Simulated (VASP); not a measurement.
# MnRe3 (Pm-3m) in VASP: notebook, part 2 of 2

VASP 6.6.1. The steps go on from the part before.

## Step 3: Relaxation of cell and atoms, PBE, collinear spin, ferromagnetic start

This run uses another cell than the first one, of 13.71 Å³/atom.

File INCAR:

```
  PREC = Accurate
  ENCUT = 600
  EDIFF = 1E-7
  ISMEAR = 0
  SIGMA = 0.1
  LREAL = F
  LASPH = T
  NELM = 150
  ALGO = Normal
  ISIF = 3
  LWAVE = F
  LCHARG = F
  ISPIN = 2
  MAGMOM = 1.67 0 0 0
  LORBIT = 11
  LMAXMIX = 4
  GGA = PE
  IBRION = 2
  NSW = 90
  EDIFFG = -0.04
```

File KPOINTS:

```
Automatic mesh
0
Gamma
  4 4 4
```

File POSCAR:

```
MnRe3
1.0
    3.7989737371      0.0000000000      0.0000000000
    0.0000000000      3.7989737371      0.0000000000
    0.0000000000      0.0000000000      3.7989737371
Mn Re
1 3
Direct
    0.0000000000      0.0000000000      0.0000000000
    0.0000000000      0.5000000000      0.5000000000
    0.5000000000      0.0000000000      0.5000000000
    0.5000000000      0.5000000000      0.0000000000
```

Potentials or basis: VASP PAW PBE potentials, release 64 (Mn_pv, Re).

Started as:

```bash
$ cat potpaw_PBE.64/Mn_pv/POTCAR potpaw_PBE.64/Re/POTCAR > POTCAR
$ mpirun -np 1 vasp_std > vasp.out
```

OUTCAR:

```text
PREC = Accurate
   ENCUT = 600
   EDIFF = 1E-7
   ISMEAR = 0
   LREAL = F
   LASPH = T
   NELM = 150
   ISIF = 3
   ISPIN = 2
   LORBIT = 11
   GGA = PE
   IBRION = 2
   NSW = 90
   EDIFFG = -0.04

 ion  position               nearest neighbor table
   1  0.000  0.000  0.000-   2 2.69   3 2.69   4 2.69   2 2.69   3 2.69   2 2.69   4 2.69   2 2.69
                             3 2.69   4 2.69   3 2.69   4 2.69
   2  0.000  0.500  0.500-   1 2.69   3 2.69   4 2.69   1 2.69   4 2.69   1 2.69   3 2.69   1 2.69
                             3 2.69   4 2.69   4 2.69   3 2.69
   3  0.500  0.000  0.500-   1 2.69   2 2.69   4 2.69   1 2.69   4 2.69   2 2.69   4 2.69   4 2.69
                             1 2.69   2 2.69   1 2.69   2 2.69
   4  0.500  0.500  0.000-   1 2.69   2 2.69   3 2.69   2 2.69   3 2.69   1 2.69   3 2.69   3 2.69
                             1 2.69   2 2.69   2 2.69   1 2.69

  LATTYP: Found a simple cubic cell.
 ALAT       =     3.7989737371

[... 322 lines left out ...]

 spin component 1

 k-point     1 :       0.0000    0.0000    0.0000
  band No.  band energies     occupation
      1     -39.4338      1.00000
      2     -39.4338      1.00000
      3     -39.4338      1.00000
      4      -1.3783      1.00000
      5       1.3792      1.00000
      6       2.5068      1.00000
[... 239 lines left out ...]
     21      10.6449      0.00000
     22      10.6449      0.00000
 Fermi energy:         8.4302480742

 spin component 2

 k-point     1 :       0.0000    0.0000    0.0000
  band No.  band energies     occupation
      1     -39.4336      1.00000
      2     -39.4336      1.00000
      3     -39.4336      1.00000
      4      -1.3783      1.00000
      5       1.3792      1.00000
      6       2.5068      1.00000
[... 270 lines left out ...]
  FREE ENERGIE OF THE ION-ELECTRON SYSTEM (eV)
  ---------------------------------------------------
  free  energy   TOTEN  =       -45.8449371605 eV

  energy  without entropy=      -45.7946426934  energy(sigma->0) =      -45.81978993

 reached required accuracy - stopping structural energy minimisation

 total charge

# of ion       s       p       d       tot
------------------------------------------
    1        0.359   6.366   5.133  11.858
    2        0.638   0.662   4.827   6.127
    3        0.638   0.662   4.827   6.127
    4        0.638   0.662   4.827   6.127
--------------------------------------------------
tot          2.273   8.351  19.614  30.238

 magnetization (x)

# of ion       s       p       d       tot
------------------------------------------
    1        0.000   0.000   0.000   0.000
    2       -0.000  -0.000   0.000  -0.000
    3       -0.000  -0.000   0.000  -0.000
    4       -0.000  -0.000   0.000  -0.000
--------------------------------------------------
tot         -0.000   0.000   0.000   0.000
```

OSZICAR:

```text
N       E                     dE             d eps       ncg     rms          rms(c)
DAV:   1     0.254733928579E+03    0.25473E+03   -0.18498E+04  1664   0.212E+03
DAV:   2    -0.152431131434E+02   -0.26998E+03   -0.25732E+03  1538   0.824E+02
[... 95 lines left out ...]
DAV:   5    -0.458461618519E+02   -0.11184E-02   -0.34682E-03  1562   0.567E-01    0.637E-01
DAV:   6    -0.458450150683E+02    0.11468E-02   -0.17549E-03  1632   0.339E-01    0.187E-01
DAV:   7    -0.458449479870E+02    0.67081E-04   -0.49764E-04  1656   0.235E-01    0.684E-02
DAV:   8    -0.458449379872E+02    0.99998E-05   -0.18473E-04  1732   0.141E-01    0.202E-02
DAV:   9    -0.458449374779E+02    0.50934E-06   -0.90803E-06  1386   0.322E-02    0.108E-02
DAV:  10    -0.458449371450E+02    0.33286E-06   -0.10380E-06  1330   0.184E-02    0.685E-03
DAV:  11    -0.458449371605E+02   -0.15472E-07   -0.39024E-07   886   0.925E-03
   4 F= -.45844937E+02 E0= -.45819790E+02  d E =0.157712E+00  mag=    -0.0001
```

CONTCAR:

```text
MnRe3
   1.00000000000000
     3.8286958705435956    0.0000000000000000   -0.0000000000000000
    -0.0000000000000000    3.8286958705435956   -0.0000000000000000
     0.0000000000000000    0.0000000000000000    3.8286958705435956
  Mn              Re
     1     3
Direct
     0.0000000000000000    0.0000000000000000    0.0000000000000000
     0.0000000000000000    0.5000000000000000    0.5000000000000000
     0.5000000000000000    0.0000000000000000    0.5000000000000000
     0.5000000000000000    0.5000000000000000    0.0000000000000000

  0.00000000E+00  0.00000000E+00  0.00000000E+00
  0.00000000E+00  0.00000000E+00  0.00000000E+00
  0.00000000E+00  0.00000000E+00  0.00000000E+00
  0.00000000E+00  0.00000000E+00  0.00000000E+00
```

Wall time 3 min (1 thread of AMD EPYC 9R45 (Zen 5), shared host); peak memory 0.18 GiB.

Results:

| Item | Value |
| --- | --- |
| Free energy | -45.8449 eV |
| Relaxed volume | 14.03 Å³/atom |
| Relaxed cell | a = 3.829 Å, b = 3.829 Å, c = 3.829 Å, α = 90.00°, β = 90.00°, γ = 90.00° |
| Space group after relaxing (to 0.1 Å) | Pm-3m (No. 221) |
| Ionic steps | 4 |
| Pressure after relaxing | 0.0 GPa |
| Band gap on the k mesh | zero (filled and empty bands overlap) |
| Net moment | 0.00 μB per cell |
| Valence electrons inside the program's atomic spheres | Mn 11.86; Re 6.13 |

The path:
| step | energy change (eV) | largest force (eV/Å) | pressure (GPa) | volume (Å³) |
| --- | --- | --- | --- | --- |
| 1 | 0.0000 | 0.0000 | 10.75 | 54.83 |
| 2 | 0.7852 | 0.0000 | -28.76 | 62.45 |
| 3 | 0.1590 | 0.0000 | 1.34 | 55.87 |
| 4 | 0.1577 | 0.0000 | -0.02 | 56.12 |

Final structure:
```xyz
4
Lattice="3.8287 0.0000 0.0000 0.0000 3.8287 0.0000 0.0000 0.0000 3.8287" Properties=species:S:1:pos:R:3 pbc="T T T"
Mn    0.0000    0.0000    0.0000
Re    0.0000    1.9143    1.9143
Re    1.9143    0.0000    1.9143
Re    1.9143    1.9143    0.0000
```

Levels at points of the mesh, in eV from the Fermi level:
Spin up:
```csv
k point,band 14,band 15,band 16,band 17,band 18,band 19
"(0.00, 0.00, 0.00)",0.71,0.71,2.58,2.58,2.58,2.76
"(0.50, 0.00, 0.00)",-1.15,-1.03,0.01,0.04,0.04,0.47
"(0.50, 0.50, 0.00)",-2.61,-1.85,-0.38,-0.37,-0.37,-0.27
"(0.50, 0.50, 0.50)",-1.36,-1.36,0.11,0.11,0.11,0.35
```
Spin down:
```csv
k point,band 12,band 13,band 14,band 15,band 16,band 17,band 18,band 19,band 20,band 21
"(0.00, 0.00, 0.00)",-1.57,-1.57,0.71,0.71,2.58,2.58,2.58,2.76,2.76,2.76
"(0.50, 0.00, 0.00)",-2.58,-2.58,-1.15,-1.03,0.01,0.04,0.04,0.47,0.47,0.51
"(0.50, 0.50, 0.00)",-2.64,-2.61,-2.61,-1.85,-0.38,-0.37,-0.37,-0.27,0.40,0.40
"(0.50, 0.50, 0.50)",-1.79,-1.79,-1.36,-1.36,0.11,0.11,0.11,0.35,2.21,2.21
```

Caveat: the k points lie up to 0.41 Å⁻¹ apart in the final cell, too coarse for converged energies and pressures of a metal; spin-orbit coupling is left out, which moves the levels of the heavy elements.

## Step 4: Single point, PBE, collinear spin, ferromagnetic start

File INCAR:

```
  PREC = Accurate
  ENCUT = 520
  EDIFF = 1E-6
  ISMEAR = 0
  SIGMA = 0.1
  LREAL = F
  LASPH = T
  NELM = 150
  ALGO = Fast
  ISIF = 2
  LWAVE = F
  LCHARG = T
  ISPIN = 2
  MAGMOM = 1.94 0 0 0
  LORBIT = 11
  LMAXMIX = 4
  GGA = PE
  LELF = T
  LVHAR = T
  NBANDS = 29
```

File KPOINTS:

```
regular mesh
0
Gamma
  12 12 12
```

File POSCAR:

```
MnRe3
1.0
    3.8393174310      0.0000000000      0.0000000000
    0.0000000000      3.8393174310      0.0000000000
    0.0000000000      0.0000000000      3.8393174310
Mn Re
1 3
Direct
    0.0000000000      0.0000000000      0.0000000000
    0.0000000000      0.5000000000      0.5000000000
    0.5000000000      0.0000000000      0.5000000000
    0.5000000000      0.5000000000      0.0000000000
```

Potentials or basis: VASP PAW PBE potentials, release 64 (Mn_pv, Re).

Started as:

```bash
$ cat potpaw_PBE.64/Mn_pv/POTCAR potpaw_PBE.64/Re/POTCAR > POTCAR
$ mpirun -np 1 vasp_std > vasp.out
```

OUTCAR:

```text
PREC = Accurate
   ENCUT = 520
   EDIFF = 1E-6
   ISMEAR = 0
   LREAL = F
   LASPH = T
   NELM = 150
   ISIF = 2
   ISPIN = 2
   LORBIT = 11
   GGA = PE

 ion  position               nearest neighbor table
   1  0.000  0.000  0.000-   2 2.71   3 2.71   4 2.71   2 2.71   3 2.71   2 2.71   4 2.71   2 2.71
                             3 2.71   4 2.71   3 2.71   4 2.71
   2  0.000  0.500  0.500-   1 2.71   3 2.71   4 2.71   1 2.71   4 2.71   1 2.71   3 2.71   1 2.71
                             3 2.71   4 2.71   4 2.71   3 2.71
   3  0.500  0.000  0.500-   1 2.71   2 2.71   4 2.71   1 2.71   4 2.71   2 2.71   4 2.71   4 2.71
                             1 2.71   2 2.71   1 2.71   2 2.71
   4  0.500  0.500  0.000-   1 2.71   2 2.71   3 2.71   2 2.71   3 2.71   1 2.71   3 2.71   3 2.71
                             1 2.71   2 2.71   2 2.71   1 2.71

  LATTYP: Found a simple cubic cell.
 ALAT       =     3.8393174310

  Lattice vectors:

 A1 = (   3.8393174310,   0.0000000000,   0.0000000000)
 A2 = (   0.0000000000,   3.8393174310,   0.0000000000)
 A3 = (   0.0000000000,   0.0000000000,   3.8393174310)

Analysis of symmetry for initial positions (statically):
=====================================================================
 Subroutine PRICEL returns:
 Original cell was already a primitive cell.

 Routine SETGRP: Setting up the symmetry group for a
 simple cubic supercell.

 Subroutine GETGRP returns: Found 48 space group operations
 (whereof 48 operations were pure point group operations)
 out of a pool of 48 trial point group operations.

The static configuration has the point symmetry O_h .

Analysis of symmetry for dynamics (positions and initial velocities):
=====================================================================
 Subroutine PRICEL returns:
 Original cell was already a primitive cell.

 Routine SETGRP: Setting up the symmetry group for a
 simple cubic supercell.

 Subroutine GETGRP returns: Found 48 space group operations
 (whereof 48 operations were pure point group operations)
 out of a pool of 48 trial point group operations.

The dynamic configuration has the point symmetry O_h .

Analysis of structural, dynamic, and magnetic symmetry:
=====================================================================
 Subroutine PRICEL returns:
 Original cell was already a primitive cell.

 Routine SETGRP: Setting up the symmetry group for a
 simple cubic supercell.

 Subroutine GETGRP returns: Found 48 space group operations
 (whereof 48 operations were pure point group operations)
 out of a pool of 48 trial point group operations.

The overall configuration has the point symmetry O_h .

 Subroutine INISYM returns: Found 48 space group operations
 (whereof 48 operations are pure point group operations),
 and found     1 'primitive' translations

----------------------------------------------------------------------------------------

                                     Primitive cell

  volume of cell :      56.5929

  direct lattice vectors                    reciprocal lattice vectors
     3.839317431  0.000000000  0.000000000     0.260462965  0.000000000  0.000000000
     0.000000000  3.839317431  0.000000000     0.000000000  0.260462965  0.000000000
[... 91 lines left out ...]
   EDIFFG = 0.1E-04   stopping-criterion for IOM
   NSW    =      0    number of steps for IOM
   IBRION =     -1    ionic relax: 0-MD 1-quasi-New 2-CG
   NFREE  =      0    steps in history (QN), initial steepest desc. (CG)
   ISIF   =      2    stress and relaxation
   ISYM   =      2    0-nonsym 1-usesym 2-fastsym
   POTIM  = 0.5000    time-step for ionic-motion
   TEBEG  =    0.0;   TEEND  =   0.0 temperature during run
   PSTRESS=    0.0 pullay stress
   NELECT =      34.0000    total number of electrons
   NUPDOWN=      -1.0000    fix difference up-down
   EMIN   =  10.00;   EMAX   =-10.00  energy-range for DOS
   EFERMI =   0.00;   METHOD = LEGACY
   ISMEAR =     0;   SIGMA  =   0.10  broadening in eV -4-tet -1-fermi 0-gaus
   EFERMI_NEDOS =   21; number of points for ismear=-14 and -15
   IALGO  =     68    algorithm
   IMIX   =      4    mixing-type and parameters
     AMIX     =   0.40;   BMIX     =  1.00
     AMIX_MAG =   1.60;   BMIX_MAG =  1.00
  volume/ion in A,a.u.               =      14.15        95.48
  Fermi-wavevector in a.u.,A,eV,Ry     =   1.381382  2.610433 25.962857  1.908216
  Thomas-Fermi vector in A             =   2.506171
   LORBIT       =     11    0 simple, 1 ext, 2 COOP (PROOUT), +10 PAW based schemes
   GGA     = PE    functional components
   LHFCALC =     F    Hartree Fock is set to
   AEXX    =    0.0000 exact exchange contribution
   IVDW    =     0    specifies the selected vdW correction
   LEPSILON=     F    determine dielectric tensor
   LRPA    =     F    only Hartree local field effects (RPA)
 spin polarized calculation
 RMM-DIIS sequential band-by-band and
 Gauss-broadening in eV      SIGMA  =   0.10
  energy-cutoff  :      520.00
  volume of cell :       56.59
 maximum number of plane-waves:      1568
 NGX is ok and might be reduce to    30
   NGX = 15   NGY = 15   NGZ = 15

 number of electron      34.0000002 magnetization      -0.0002072

 number of electron      34.0000002 magnetization       0.0001116

 Free energy of the ion-electron system (eV)
  ---------------------------------------------------
  ext. energy  EPLUGINS =         0.00000000
  ---------------------------------------------------
  free energy    TOTEN  =       -45.91997163 eV

  energy without entropy =      -45.89688965  energy(sigma->0) =      -45.90843064

 E-fermi :   8.2156     XC(G=0): -13.6089

 val. band max:        8.2087942158   @ k =   0.3333   0.2500   0.2500
 cond. band min:       8.2192033656   @ k =   0.5000   0.1667   0.0833
 fundamental gap:      0.0104091498
 Fermi energy:         8.2156218229

 spin component 1

 k-point     1 :       0.0000    0.0000    0.0000
  band No.  band energies     occupation
      1     -39.6024      1.00000
      2     -39.6024      1.00000
      3     -39.6024      1.00000
      4      -1.4252      1.00000
      5       1.3523      1.00000
      6       2.4558      1.00000
[... 757 lines left out ...]
     28      19.8395      0.00000
     29      20.2295      0.00000

 [... further k-points ...]

 spin component 2

 k-point     1 :       0.0000    0.0000    0.0000
  band No.  band energies     occupation
      1     -39.6021      1.00000
      2     -39.6021      1.00000
      3     -39.6021      1.00000
      4      -1.4252      1.00000
      5       1.3523      1.00000
      6       2.4558      1.00000
[... 757 lines left out ...]
     28      19.8795      0.00000
     29      20.7799      0.00000

 [... further k-points ...]

------------------------ aborting loop because EDIFF is reached ----------------------------------------

  FORCE on cell =-STRESS in cart. coord.  units (eV):
  Direction    XX          YY          ZZ          XY          YZ          ZX
  --------------------------------------------------------------------------------------
  -------------------------------------------------------------------------------------
  Total       -1.0557334     -1.0557334     -1.0557334      0.0000000     -0.0000000      0.0000000
  in kB      -29.8884068    -29.8884068    -29.8884068      0.0000000     -0.0000000      0.0000000
  external PRESSURE =     -29.8884068 kB  Pullay stress =       0.0000000 kB

 VOLUME and BASIS-vectors are now :
 -----------------------------------------------------------------------------
  energy-cutoff  :      520.00
  volume of cell :       56.59
      direct lattice vectors                 reciprocal lattice vectors
     3.839317431  0.000000000  0.000000000     0.260462965  0.000000000  0.000000000
     0.000000000  3.839317431  0.000000000     0.000000000  0.260462965  0.000000000
     0.000000000  0.000000000  3.839317431     0.000000000  0.000000000  0.260462965

 POSITION                                       TOTAL-FORCE (eV/Angst)
 -----------------------------------------------------------------------------------
      0.00000      0.00000      0.00000         0.000000      0.000000      0.000000
      0.00000      1.91966      1.91966         0.000000      0.000000      0.000000
      1.91966      0.00000      1.91966         0.000000      0.000000      0.000000
      1.91966      1.91966      0.00000         0.000000      0.000000      0.000000
 -----------------------------------------------------------------------------------
    total drift:                               -0.000000     -0.000000     -0.000000

  FREE ENERGIE OF THE ION-ELECTRON SYSTEM (eV)
  ---------------------------------------------------
  free  energy   TOTEN  =       -45.9199716337 eV

  energy  without entropy=      -45.8968896499  energy(sigma->0) =      -45.90843064

 total charge

# of ion       s       p       d       tot
------------------------------------------
    1        0.357   6.364   5.115  11.836
    2        0.636   0.660   4.801   6.097
    3        0.636   0.660   4.801   6.097
    4        0.636   0.660   4.801   6.097
--------------------------------------------------
tot          2.265   8.345  19.518  30.128

 magnetization (x)

# of ion       s       p       d       tot
------------------------------------------
    1        0.000   0.000   0.000   0.000
    2       -0.000  -0.000  -0.000  -0.000
    3       -0.000  -0.000  -0.000  -0.000
    4       -0.000  -0.000  -0.000  -0.000
--------------------------------------------------
tot         -0.000  -0.000   0.000   0.000
```

stdout:

```text
POSCAR found type information on POSCAR MnRe
 POSCAR found :  2 types and       4 ions
 scaLAPACK will be used
 LDA part: xc-table for (Slater+PW92), standard interpolation
 POSCAR, INCAR and KPOINTS ok, starting setup
 FFT: planning ... GRIDC
 FFT: planning ... GRID_SOFT
 FFT: planning ... GRID
 WAVECAR not read
 entering main loop
```

Wall time 4.8 min (1 thread of AMD EPYC 9R45 (Zen 5), shared host); peak memory 0.31 GiB.

What came out:

```yaml
Free_energy: -45.9200 eV
Pressure: -3.0 GPa
Band_gap_on_the_k_mesh: zero (filled and empty bands overlap)
Net_moment: 0.00 μB per cell
Valence_electrons_inside_the_program's_atomic_spheres: Mn 11.84; Re 6.10
```

Levels at points of the mesh, in eV from the Fermi level:
Spin up:
```
           k point  band 14  band 15  band 16  band 17  band 18  band 19  band 20  band 21
(0.00, 0.00, 0.00)     0.77     0.77     2.62     2.62     2.62     2.83     2.83     2.83
(0.50, 0.00, 0.00)    -1.04    -0.93     0.09     0.11     0.11     0.57     0.57     0.60
(0.50, 0.50, 0.00)    -2.49    -1.75    -0.32    -0.25    -0.25    -0.17     0.47     0.47
(0.50, 0.50, 0.50)    -1.27    -1.27     0.21     0.21     0.21     0.44     2.26     2.26
```
Spin down:
| k point | band 13 | band 14 | band 15 | band 16 | band 17 | band 18 | band 19 | band 20 | band 21 | band 22 |
| --- | --- | --- | --- | --- | --- | --- | --- | --- | --- | --- |
| (0.00, 0.00, 0.00) | -1.46 | 0.77 | 0.77 | 2.62 | 2.62 | 2.62 | 2.83 | 2.83 | 2.83 | 2.87 |
| (0.50, 0.00, 0.00) | -2.46 | -1.04 | -0.93 | 0.09 | 0.11 | 0.11 | 0.57 | 0.57 | 0.60 | 1.23 |
| (0.50, 0.50, 0.00) | -2.49 | -2.49 | -1.75 | -0.32 | -0.25 | -0.25 | -0.17 | 0.47 | 0.47 | 1.15 |
| (0.50, 0.50, 0.50) | -1.67 | -1.27 | -1.27 | 0.21 | 0.21 | 0.21 | 0.44 | 2.26 | 2.26 | 2.26 |

Caveat: spin-orbit coupling is left out, which moves the levels of the heavy elements.
